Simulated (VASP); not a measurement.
Crystal: C.

```xyz
6
Lattice="1.5013 -2.5819 0.0000 1.5013 2.5819 0.0000 0.0000 0.0000 4.2241" Properties=species:S:1:pos:R:3 pbc="T T T"
C     1.5013    0.0000    1.0560
C     1.5013    0.0000    3.1681
C     0.5929   -0.5463    0.0000
C     2.4098    0.5463    0.0000
C     0.5929    0.5463    2.1121
C     2.4098   -0.5463    2.1121
```

- Program: VASP 6.6.1
- Task: relaxation of cell and atoms
- Functional: PBE
- Potentials or basis: VASP PAW PBE potentials, release 64 (C)
- Cutoff: 600 eV
- k mesh: 6 × 6 × 4
- Occupations: gaussian, width 0.1 eV
- Spin: no spin polarisation

At the start: pressure 64.6 GPa; volume 5.46 Å³/atom.

Problem. How do energy, volume and symmetry change on relaxing?

Solution. Over 29 steps the energy falls by 978.0 meV/atom and the volume is 8.27 Å³/atom (+51.4 %); space group Cccm (No. 66, to 0.05 Å).

Step by step:
| step | energy change (eV) | largest force (eV/Å) | pressure (GPa) | volume (Å³) |
| --- | --- | --- | --- | --- |
| 1 | 0.0000 | 5.4265 | 64.56 | 32.75 |
| 2 | -0.6947 | 5.4743 | -16.95 | 44.10 |
| 3 | -2.7526 | 2.8830 | 11.12 | 38.28 |
| 4 | -3.5418 | 2.5210 | -16.11 | 42.65 |
| 5 | -3.5472 | 2.3226 | -15.17 | 42.28 |
| 6 | -4.3448 | 3.1206 | -4.89 | 43.00 |
| 7 | -0.9214 | 22.8185 | 42.31 | 44.99 |
| 8 | -4.5835 | 5.2709 | 4.17 | 43.40 |
| 9 | -4.9961 | 4.2914 | 4.25 | 43.79 |
| 10 | -5.3057 | 2.3984 | 4.02 | 44.42 |
| 11 | -5.3941 | 1.1202 | 2.12 | 44.46 |
| 12 | -5.4282 | 0.3177 | 0.21 | 44.50 |
| 13 | -5.4511 | 0.2789 | 0.96 | 44.51 |
| 14 | -5.5027 | 0.3523 | 3.29 | 44.55 |
| 15 | -5.5293 | 0.9508 | 8.17 | 44.58 |
| 16 | -5.5485 | 0.7723 | 7.79 | 44.74 |
| 17 | -5.5888 | 0.7164 | 6.72 | 45.20 |
| 18 | -5.5942 | 1.9243 | 4.93 | 46.09 |
| 19 | -5.6041 | 1.3764 | 5.62 | 45.73 |
| 20 | -5.6480 | 1.2170 | 4.60 | 46.18 |
| 21 | -5.7496 | 0.8520 | 1.50 | 47.55 |
| 22 | -5.8227 | 0.6895 | -5.08 | 50.24 |
| 23 | -5.8233 | 0.6737 | -4.00 | 49.82 |
| 24 | -5.8495 | 0.3999 | -2.59 | 49.76 |
| 25 | -5.8605 | 0.4314 | -1.06 | 49.68 |
| 26 | -5.8647 | 0.3966 | 0.98 | 49.52 |
| 27 | -5.8663 | 0.1142 | 0.26 | 49.58 |
| 28 | -5.8675 | 0.0425 | 0.23 | 49.59 |
| 29 | -5.8678 | 0.0277 | 0.20 | 49.59 |

Final structure:
```
C
1.0
     2.02190   -2.74027    0.00000
     2.02190    2.74027    0.00000
     0.00000    0.00000    4.47550
C
6
Direct
  0.50000 0.50000 0.25000
  0.50000 0.50000 0.75000
  0.47601 0.18712 0.00000
  0.52399 0.81288 0.00000
  0.18712 0.47601 0.50000
  0.81288 0.52399 0.50000
```

Caveat: the volume moved by over 15 % at a fixed basis, so the end points are rough.
